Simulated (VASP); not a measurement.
# BAs (F-43m) in VASP: a series of runs, part 2 of 2

VASP 6.6.1. The steps go on from the part before.

## Step 3: Single point, B3LYP5

This run uses another cell than the first one, of 13.08 Å³/atom.

POSCAR

```
BAs
1.0
    0.0000000000      2.3562190158      2.3562190158
    2.3562190158      0.0000000000      2.3562190158
    2.3562190158      2.3562190158      0.0000000000
As B
1 1
Direct
    0.7500000000      0.7500000000      0.7500000000
    0.0000000000      0.0000000000      0.0000000000
```

INCAR.step1

```
SYSTEM = BAs
ALGO = Normal
EDIFF = 1E-5
ENCUT = 520
GGA = PE
ISIF = 2
ISMEAR = -1
LASPH = .TRUE.
LCHARG = .FALSE.
LREAL = .FALSE.
LWAVE = .TRUE.
NBANDS = 11
NELM = 100
PREC = Accurate
SIGMA = 0.05
```

INCAR.step2

```
SYSTEM = BAs
AEXX = 0.2
AGGAC = 0.81
AGGAX = 0.72
ALDAC = 0.19
ALGO = Normal
EDIFF = 1E-6
ENCUT = 520
GGA = B5
ISIF = 2
ISMEAR = -1
ISTART = 1
LASPH = .TRUE.
LCHARG = .FALSE.
LHFCALC = .TRUE.
LREAL = .FALSE.
LWAVE = .FALSE.
NBANDS = 11
NELM = 100
PREC = Accurate
PRECFOCK = Normal
SIGMA = 0.05
```

KPOINTS

```
k-points
0
G
  5 5 5
  0 0 0
```

Potentials or basis: VASP PAW PBE potentials, release 64 (As, B).

Run with:

```bash
> cat potpaw_PBE.64/As/POTCAR potpaw_PBE.64/B/POTCAR > POTCAR
> cp INCAR.step1 INCAR
> mpirun -np 1 vasp_std > vasp.out
> cp INCAR.step2 INCAR
> mpirun -np 1 vasp_std > vasp.out
```

OUTCAR:

```text
SYSTEM = BAs
   AEXX = 0.2
   EDIFF = 1E-6
   ENCUT = 520
   GGA = B5
   ISIF = 2
   ISMEAR = -1
   ISTART = 1
   LASPH = .TRUE.
   LHFCALC = .TRUE.
   LREAL = .FALSE.
   NELM = 100
   PREC = Accurate
   PRECFOCK = Normal

 ion  position               nearest neighbor table
   1  0.750  0.750  0.750-   2 2.04   2 2.04   2 2.04   2 2.04
   2  0.000  0.000  0.000-   1 2.04   1 2.04   1 2.04   1 2.04

  LATTYP: Found a face centered cubic cell.
 ALAT       =     4.7124380316

  Lattice vectors:

 A1 = (   0.0000000000,   2.3562190158,   2.3562190158)
 A2 = (   2.3562190158,   0.0000000000,   2.3562190158)
 A3 = (   2.3562190158,   2.3562190158,   0.0000000000)

Analysis of symmetry for initial positions (statically):
=====================================================================
 Subroutine PRICEL returns:
 Original cell was already a primitive cell.

 Routine SETGRP: Setting up the symmetry group for a
 face centered cubic supercell.

 Subroutine GETGRP returns: Found 24 space group operations
 (whereof 24 operations were pure point group operations)
 out of a pool of 48 trial point group operations.

The static configuration has the point symmetry T_d .

Analysis of symmetry for dynamics (positions and initial velocities):
=====================================================================
 Subroutine PRICEL returns:
 Original cell was already a primitive cell.

 Routine SETGRP: Setting up the symmetry group for a
 face centered cubic supercell.

 Subroutine GETGRP returns: Found 24 space group operations
 (whereof 24 operations were pure point group operations)
 out of a pool of 48 trial point group operations.

The dynamic configuration has the point symmetry T_d .

 Subroutine INISYM returns: Found 24 space group operations
 (whereof 24 operations are pure point group operations),
 and found     1 'primitive' translations

----------------------------------------------------------------------------------------

[... 111 lines left out ...]
   HFSCREENC=   0.0000 screening length for correlation (either q_TF or 0.3 A-1)
   ENCUTFOCK=  -1.0 apply spherical cutoff to Coloumb kernel
   IVDW    =     0    specifies the selected vdW correction
   LEPSILON=     F    determine dielectric tensor
   LRPA    =     F    only Hartree local field effects (RPA)
 non-spin polarized calculation
  energy-cutoff  :      520.00
  volume of cell :       26.16
 maximum number of plane-waves:       725
 NGX is ok and might be reduce to    28
  NGX = 20; NGY = 20; NGZ = 20

 number of electron       8.0000000 magnetization

 Free energy of the ion-electron system (eV)
  ---------------------------------------------------
  ext. energy  EPLUGINS =         0.00000000
  ---------------------------------------------------
  free energy    TOTEN  =       -12.33881194 eV

  energy without entropy =      -12.33881194  energy(sigma->0) =      -12.33881194

 E-fermi :   7.3327     XC(G=0):  -8.3912

 val. band max:        6.2391758581   @ k =   0.0000   0.0000   0.0000
 cond. band min:       8.7393490091   @ k =   0.4000   0.4000   0.0000
 fundamental gap:      2.5001731510
 Fermi energy:         7.3327369142

 k-point     1 :       0.0000    0.0000    0.0000
  band No.  band energies     occupation
      1     -10.7451      2.00000
      2       6.2392      2.00000
      3       6.2392      2.00000
      4       6.2392      2.00000
      5      10.9398      0.00000
      6      10.9398      0.00000
      7      10.9398      0.00000
      8      13.0599      0.00000
      9      17.8490      0.00000
     10      21.0960      0.00000
     11      21.0960      0.00000
[... 113 lines left out ...]
 k-point    10 :      -0.4000    0.4000    0.2000
  band No.  band energies     occupation
      1      -6.5669      2.00000
      2      -2.1809      2.00000
      3       0.2344      2.00000
      4       1.6787      2.00000
      5      12.2054      0.00000
      6      13.2127      0.00000
      7      14.1341      0.00000
      8      18.0118      0.00000
      9      19.3479      0.00000
     10      22.6078      0.00000
     11      25.3371      0.00000

------------------------ aborting loop because EDIFF is reached ----------------------------------------

  FORCE on cell =-STRESS in cart. coord.  units (eV):
  Direction    XX          YY          ZZ          XY          YZ          ZX
  --------------------------------------------------------------------------------------
  -------------------------------------------------------------------------------------
  Total        1.8365738      1.8365738      1.8365738      0.0000000      0.0000000     -0.0000000
  in kB      112.4713714    112.4713714    112.4713714      0.0000000      0.0000000     -0.0000000
  external PRESSURE =     112.4713714 kB  Pullay stress =       0.0000000 kB

 VOLUME and BASIS-vectors are now :
 -----------------------------------------------------------------------------
  energy-cutoff  :      520.00
  volume of cell :       26.16
      direct lattice vectors                 reciprocal lattice vectors
     0.000000000  2.356219016  2.356219016    -0.212204382  0.212204382  0.212204382
     2.356219016  0.000000000  2.356219016     0.212204382 -0.212204382  0.212204382
     2.356219016  2.356219016  0.000000000     0.212204382  0.212204382 -0.212204382

 POSITION                                       TOTAL-FORCE (eV/Angst)
 -----------------------------------------------------------------------------------
      3.53433      3.53433      3.53433         0.000000     -0.000000      0.000000
      0.00000      0.00000      0.00000        -0.000000      0.000000     -0.000000
 -----------------------------------------------------------------------------------
    total drift:                                0.000000      0.000000      0.000000

  FREE ENERGIE OF THE ION-ELECTRON SYSTEM (eV)
  ---------------------------------------------------
  free  energy   TOTEN  =       -12.3388119372 eV

  energy  without entropy=      -12.3388119372  energy(sigma->0) =      -12.33881194
```

Run time: 2.8 min. Hardware: 1 thread of AMD EPYC 7R13 (Zen 3), shared host; peak memory 0.13 GiB.

What came out:

```yaml
Free_energy: -12.3388 eV
Pressure: 11.2 GPa
Band_gap_on_the_k_mesh: 2.50 eV (least direct gap 4.70 eV)
```

Caveat: the k points lie up to 0.46 Å⁻¹ apart; the PAW data sets were made with another functional, which shifts forces and pressure a little; an odd mesh through Γ misses points on the zone boundary, where band edges can lie.

## Step 4: Single point, B3LYP5

This run uses another cell than the first one, of 13.35 Å³/atom.

POSCAR

```
BAs
1.0
    0.0000000000      2.3724693156      2.3724693156
    2.3724693156      0.0000000000      2.3724693156
    2.3724693156      2.3724693156      0.0000000000
As B
1 1
Direct
    0.7500000000      0.7500000000      0.7500000000
    0.0000000000      0.0000000000      0.0000000000
```

INCAR.step1

```
  PREC = Accurate
  ENCUT = 520
  EDIFF = 1E-5
  ISMEAR = -1
  SIGMA = 0.05
  LREAL = F
  LASPH = T
  NELM = 60
  ALGO = Normal
  ISIF = 2
  LWAVE = T
  GGA = PE
  NBANDS = 11
```

INCAR.step2

```
  PREC = Accurate
  ENCUT = 520
  EDIFF = 1E-6
  ISMEAR = -1
  SIGMA = 0.05
  LREAL = F
  LASPH = T
  NELM = 60
  ALGO = Normal
  ISIF = 2
  LWAVE = F
  LCHARG = T
  GGA = B5
  LHFCALC = T
  AEXX = 0.2
  AGGAX = 0.72
  AGGAC = 0.81
  ALDAC = 0.19
  PRECFOCK = Normal
  LELF = T
  LVHAR = T
  ISTART = 1
  NBANDS = 11
```

KPOINTS

```
Automatic mesh
0
Gamma
  5 5 5
```

Run with:

```bash
> cat potpaw_PBE.64/As/POTCAR potpaw_PBE.64/B/POTCAR > POTCAR
> cp INCAR.step1 INCAR
> mpirun -np 1 vasp_std > vasp.out
> cp INCAR.step2 INCAR
> mpirun -np 1 vasp_std > vasp.out
```

Run time: 3 min. Hardware: 1 thread of AMD EPYC 7R13 (Zen 3), shared host; peak memory 0.13 GiB.

It converged, with:

```yaml
Free_energy: -12.3711 eV
Pressure: 7.7 GPa
Band_gap_on_the_k_mesh: 2.52 eV (least direct gap 4.67 eV)
```

Levels at points of the mesh, in eV from the valence-band top:
| k point | band 1 | band 2 | band 3 | band 4 | band 5 | band 6 | band 7 | band 8 | band 9 |
| --- | --- | --- | --- | --- | --- | --- | --- | --- | --- |
| (0.00, 0.00, 0.00) | -16.78 | 0.00 | 0.00 | 0.00 | 4.67 | 4.67 | 4.67 | 6.53 | 11.49 |

Caveat: the k points lie up to 0.46 Å⁻¹ apart; the PAW data sets were made with another functional, which shifts forces and pressure a little; an odd mesh through Γ misses points on the zone boundary, where band edges can lie.

## Step 5: The runs side by side

| cell | gap on the mesh (eV) | pressure (GPa) |
| --- | --- | --- |
| a = 3.309 Å, angles 60.0°, 2 atoms | 2.48 | 15.1 |
| a = 3.332 Å, angles 60.0°, 2 atoms | 2.50 | 11.2 |
| a = 3.355 Å, angles 60.0°, 2 atoms | 2.52 | 7.7 |

Alike in all rows: task single point; level B3LYP5; potentials or basis VASP PAW PBE potentials, release 64 (As, B); no spin polarisation; k mesh 5 × 5 × 5; cutoff (eV) 520; smearing fermi-dirac 0.05 eV.

Caveats: all runs use coarse meshes; the PAW data sets were made with another functional, which shifts forces and pressure a little; an odd mesh through Γ misses points on the zone boundary, where band edges can lie.

Total energies depend on the potentials used, so only differences within one code and one set of settings carry meaning.
